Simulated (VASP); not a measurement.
# Au (Im-3m) in VASP: further runs

Runs on Au. Level: r2SCAN. Tasks: single point, relaxation of cell and atoms.

All numbers are computed with VASP 6.6.1; they aren't measurements. Logs are shortened: lines on timing, memory, paths and dates and some standing lists are left out, and cuts for length are marked.

**1. The cell of the first run**

The structure is cubic, space group Im-3m (No. 229). The conventional cell has a = 3.275 Å, b = 3.275 Å, c = 3.275 Å, α = 90.00°, β = 90.00°, γ = 90.00°. Within 3.7 Å of Au (site symmetry m-3m) lie 14 Au at 2.84 to 3.28 Å.

**2. Single point, r2SCAN**

Input file POSCAR:

```
Au
1.0
   -1.6376065830      1.6376065830      1.6376065830
    1.6376065830     -1.6376065830      1.6376065830
    1.6376065830      1.6376065830     -1.6376065830
Au
1
Direct
    0.0000000000      0.0000000000      0.0000000000
```

Input file INCAR.step1:

```
PREC = Accurate
ENCUT = 520
ISMEAR = 0
SIGMA = 0.1
LREAL = False
LASPH = True
NELM = 60
NBANDS = 12
GGA = PE
ALGO = Normal
EDIFF = 1E-4
LWAVE = True
LCHARG = False
```

Input file INCAR.step2:

```
PREC = Accurate
ENCUT = 520
EDIFF = 1E-7
ISMEAR = 0
SIGMA = 0.1
LREAL = False
LASPH = True
NELM = 60
ALGO = Normal
ISIF = 2
LWAVE = False
LCHARG = False
METAGGA = R2SCAN
LMIXTAU = True
NBANDS = 12
ISTART = 1
```

Input file KPOINTS:

```
regular mesh
0
Gamma
  18 18 18
```

Potentials or basis: VASP PAW PBE potentials, release 64 (Au).

Command:

```
$ cat potpaw_PBE.64/Au/POTCAR > POTCAR
$ cp INCAR.step1 INCAR
$ mpirun -np 1 vasp_std > vasp.out
$ cp INCAR.step2 INCAR
$ mpirun -np 1 vasp_std > vasp.out
```

OUTCAR:

```text
PREC = Accurate
   ENCUT = 520
   EDIFF = 1E-7
   ISMEAR = 0
   LREAL = False
   LASPH = True
   NELM = 60
   ISIF = 2
   METAGGA = R2SCAN
   ISTART = 1

 ion  position               nearest neighbor table
   1  0.000  0.000  0.000-

  LATTYP: Found a body centered cubic cell.
 ALAT       =     3.2752131660

  Lattice vectors:

 A1 = (  -1.6376065830,   1.6376065830,   1.6376065830)
 A2 = (   1.6376065830,  -1.6376065830,   1.6376065830)
 A3 = (   1.6376065830,   1.6376065830,  -1.6376065830)

Analysis of symmetry for initial positions (statically):
=====================================================================
 Subroutine PRICEL returns:
 Original cell was already a primitive cell.

 Routine SETGRP: Setting up the symmetry group for a
 body centered cubic supercell.

 Subroutine GETGRP returns: Found 48 space group operations
 (whereof 48 operations were pure point group operations)
 out of a pool of 48 trial point group operations.

The static configuration has the point symmetry O_h .

Analysis of symmetry for dynamics (positions and initial velocities):
=====================================================================
 Subroutine PRICEL returns:
 Original cell was already a primitive cell.

 Routine SETGRP: Setting up the symmetry group for a
 body centered cubic supercell.

 Subroutine GETGRP returns: Found 48 space group operations
 (whereof 48 operations were pure point group operations)
 out of a pool of 48 trial point group operations.

The dynamic configuration has the point symmetry O_h .

 Subroutine INISYM returns: Found 48 space group operations
 (whereof 48 operations are pure point group operations),
 and found     1 'primitive' translations

----------------------------------------------------------------------------------------

                                     Primitive cell

  volume of cell :      17.5666

  direct lattice vectors                    reciprocal lattice vectors
    -1.637606583  1.637606583  1.637606583     0.000000000  0.305323638  0.305323638
     1.637606583 -1.637606583  1.637606583     0.305323638  0.000000000  0.305323638
     1.637606583  1.637606583 -1.637606583     0.305323638  0.305323638  0.000000000

  length of vectors
     2.836417805  2.836417805  2.836417805     0.431792830  0.431792830  0.431792830

  position of ions in fractional coordinates (direct lattice)
     0.000000000  0.000000000  0.000000000

  ion indices of the primitive-cell ions
   primitive index   ion index
                 1           1

----------------------------------------------------------------------------------------

 KPOINTS: regular mesh

Automatic generation of k-mesh.
 Grid dimensions read from file:
 generate k-points for:   18   18   18

 Generating k-lattice:

  Cartesian coordinates                     Fractional coordinates (reciprocal lattice)
     0.000000000  0.016962424  0.016962424     0.055555556  0.000000000  0.000000000
     0.016962424  0.000000000  0.016962424     0.000000000  0.055555556  0.000000000
     0.016962424  0.016962424  0.000000000     0.000000000  0.000000000  0.055555556

  Length of vectors
     0.023988491  0.023988491  0.023988491

  Shift w.r.t. Gamma in fractional coordinates (k-lattice)
     0.000000000  0.000000000  0.000000000

 Subroutine IBZKPT returns following result:
 ===========================================

 Found    195 irreducible k-points:

 Following reciprocal coordinates:
            Coordinates               Weight
  0.000000  0.000000  0.000000      1.000000
  0.055556  0.000000  0.000000     12.000000
  0.111111  0.000000  0.000000     12.000000
  0.166667  0.000000  0.000000     12.000000
  0.222222  0.000000  0.000000     12.000000
  0.277778  0.000000  0.000000     12.000000
[... 16 lines left out ...]
  0.333333  0.111111  0.000000     48.000000
  0.388889  0.111111 -0.000000     48.000000
 [... further k-points ...]
   k-points           NKPTS =    195   k-points in BZ     NKDIM =    195   number of bands    NBANDS=     12
   number of dos      NEDOS =    301   number of ions     NIONS =      1
   total plane-waves  NPLWV =  13824
   dimension x,y,z NGX =    24 NGY =   24 NGZ =   24
   dimension x,y,z NGXF=    48 NGYF=   48 NGZF=   48
   ions per type =               1
   NGX,Y,Z   is equivalent  to a cutoff of  14.07, 14.07, 14.07 a.u.
   NGXF,Y,Z  is equivalent  to a cutoff of  28.13, 28.13, 28.13 a.u.
 SYSTEM =  unknown system
   PREC   = accura    normal or accurate (medium, high low for compatibility)
   ISTART =      1    job   : 0-new  1-cont  2-samecut
   ICHARG =      0    charge: 1-file 2-atom 10-const
   ISPIN  =      1    spin polarized calculation?
   LNONCOLLINEAR =      F non collinear calculations
   LSORBIT =      F    spin-orbit coupling
   LASPH  =      T    aspherical Exc in radial PAW
   ENCUT  =  520.0 eV  38.22 Ry    6.18 a.u.   5.27  5.27  5.27*2*pi/ulx,y,z
   NELM   =     60;   NELMIN=  2; NELMDL=  0     # of ELM steps
   EDIFF  = 0.1E-06   stopping-criterion for ELM
   LREAL  =      F    real-space projection
   EDIFFG = 0.1E-05   stopping-criterion for IOM
   NSW    =      0    number of steps for IOM
   IBRION =     -1    ionic relax: 0-MD 1-quasi-New 2-CG
   NFREE  =      0    steps in history (QN), initial steepest desc. (CG)
   ISIF   =      2    stress and relaxation
   ISYM   =      2    0-nonsym 1-usesym 2-fastsym
   POTIM  = 0.5000    time-step for ionic-motion
   TEBEG  =    0.0;   TEEND  =   0.0 temperature during run
   PSTRESS=    0.0 pullay stress
   NELECT =      11.0000    total number of electrons
   NUPDOWN=      -1.0000    fix difference up-down
   EMIN   =  10.00;   EMAX   =-10.00  energy-range for DOS
   EFERMI =   0.00;   METHOD = LEGACY
   ISMEAR =     0;   SIGMA  =   0.10  broadening in eV -4-tet -1-fermi 0-gaus
   EFERMI_NEDOS =   21; number of points for ismear=-14 and -15
   IALGO  =     38    algorithm
   IMIX   =      4    mixing-type and parameters
     AMIX     =   0.40;   BMIX     =  1.00
     AMIX_MAG =   1.60;   BMIX_MAG =  1.00
  volume/ion in A,a.u.               =      17.57       118.55
  Fermi-wavevector in a.u.,A,eV,Ry     =   1.400585  2.646722 26.689712  1.961638
  Thomas-Fermi vector in A             =   2.523531
   LORBIT       =      0    0 simple, 1 ext, 2 COOP (PROOUT), +10 PAW based schemes
   METAGGA = R2SCAN    functional components
   LHFCALC =     F    Hartree Fock is set to
   AEXX    =    0.0000 exact exchange contribution
   IVDW    =     0    specifies the selected vdW correction
   LEPSILON=     F    determine dielectric tensor
   LRPA    =     F    only Hartree local field effects (RPA)
 non-spin polarized calculation
 Gauss-broadening in eV      SIGMA  =   0.10
  energy-cutoff  :      520.00
  volume of cell :       17.57
 maximum number of plane-waves:       490
 NGX is ok and might be reduce to    24
   NGX = 11   NGY = 11   NGZ = 11

 number of electron      11.0000001 magnetization

 Free energy of the ion-electron system (eV)
  ---------------------------------------------------
  ext. energy  EPLUGINS =         0.00000000
  ---------------------------------------------------
  free energy    TOTEN  =       -50.57528907 eV

  energy without entropy =      -50.57442576  energy(sigma->0) =      -50.57485741

 E-fermi :   8.9329     XC(G=0): -13.4129

 val. band max:        8.9108543468   @ k =   0.5000   0.5000   0.0556
 cond. band min:       9.0034482247   @ k =  -0.3333   0.3333   0.3333
 fundamental gap:      0.0925938779
 Fermi energy:         8.9328821702

 k-point     1 :       0.0000    0.0000    0.0000
  band No.  band energies     occupation
      1      -0.9159      2.00000
      2       3.8521      2.00000
      3       3.8521      2.00000
      4       3.8521      2.00000
      5       5.7395      2.00000
      6       5.7395      2.00000
      7      26.2525      0.00000
      8      26.2525      0.00000
      9      26.2525      0.00000
     10      33.5522      0.00000
     11      33.5522      0.00000
     12      33.5522      0.00000

 k-point     2 :       0.0556    0.0000    0.0000
  band No.  band energies     occupation
      1      -0.8005      2.00000
      2       3.8167      2.00000
      3       3.8565      2.00000
      4       3.9323      2.00000
      5       5.6968      2.00000
      6       5.7416      2.00000
      7      26.2260      0.00000
      8      26.2801      0.00000
      9      26.3951      0.00000
     10      32.2558      0.00000
     11      32.2799      0.00000
     12      33.1232      0.00000

 k-point     3 :       0.1111    0.0000    0.0000
  band No.  band energies     occupation
      1      -0.4635      2.00000
      2       3.7162      2.00000
      3       3.8669      2.00000
      4       4.1686      2.00000
      5       5.5920      2.00000
      6       5.7489      2.00000
      7      25.9175      0.00000
      8      26.2493      0.00000
      9      26.8105      0.00000
     10      30.4895      0.00000
     11      30.9719      0.00000
     12      31.9832      0.00000
[... 286 lines left out ...]
 k-point    23 :       0.3333    0.1111    0.0000
  band No.  band energies     occupation
      1       1.8864      2.00000
      2       2.9882      2.00000
      3       4.9876      2.00000
      4       5.5767      2.00000
      5       6.0912      2.00000
      6       7.9273      2.00000
      7      15.4115      0.00000
      8      21.6164      0.00000
      9      23.4588      0.00000
     10      30.2346      0.00000
     11      32.6769      0.00000
     12      32.9485      0.00000

 k-point    24 :       0.3889    0.1111   -0.0000
  band No.  band energies     occupation
      1       1.8575      2.00000
      2       2.9104      2.00000
      3       5.3497      2.00000
      4       5.6165      2.00000
      5       6.4260      2.00000
      6       9.0623      0.06716
      7      13.3974      0.00000
      8      21.1283      0.00000
      9      22.9113      0.00000
     10      30.7935      0.00000
     11      32.6307      0.00000
     12      32.8635      0.00000

 [... further k-points ...]
[... 5 lines left out ...]
  --------------------------------------------------------------------------------------
  -------------------------------------------------------------------------------------
  Total        0.0296138      0.0296138      0.0296138      0.0000000      0.0000000      0.0000000
  in kB        2.7009494      2.7009494      2.7009494      0.0000000      0.0000000      0.0000000
  external PRESSURE =       2.7009494 kB  Pullay stress =       0.0000000 kB

 VOLUME and BASIS-vectors are now :
 -----------------------------------------------------------------------------
  energy-cutoff  :      520.00
  volume of cell :       17.57
      direct lattice vectors                 reciprocal lattice vectors
    -1.637606583  1.637606583  1.637606583     0.000000000  0.305323638  0.305323638
     1.637606583 -1.637606583  1.637606583     0.305323638  0.000000000  0.305323638
     1.637606583  1.637606583 -1.637606583     0.305323638  0.305323638  0.000000000

 POSITION                                       TOTAL-FORCE (eV/Angst)
 -----------------------------------------------------------------------------------
      0.00000      0.00000      0.00000        -0.000000      0.000000     -0.000000
 -----------------------------------------------------------------------------------
    total drift:                                0.000000      0.000000     -0.000000

  FREE ENERGIE OF THE ION-ELECTRON SYSTEM (eV)
  ---------------------------------------------------
  free  energy   TOTEN  =       -50.5752890667 eV

  energy  without entropy=      -50.5744257628  energy(sigma->0) =      -50.57485741
```

It took 88 s on 1 thread of Intel Xeon 6975P-C, shared host; peak memory 0.17 GiB.

Results:

| Item | Value |
| --- | --- |
| Free energy | -50.5753 eV |
| Pressure | 0.3 GPa |

Levels at points of the mesh, in eV from the Fermi level:
```
           k point  band 4  band 5  band 6  band 7  band 8  band 9
(0.00, 0.00, 0.00)   -5.08   -3.19   -3.19   17.32   17.32   17.32
(0.50, 0.00, 0.00)   -3.02   -1.66   -0.43    3.42   12.99   14.20
(0.50, 0.50, 0.50)   -2.04   -2.04    6.53    6.53    6.53    9.68
```

Caveat: the PAW data sets were made with another functional, which shifts forces and pressure a little; spin-orbit coupling is left out, which moves the levels of the heavy elements.

(Part 1 of 2 ends here.)
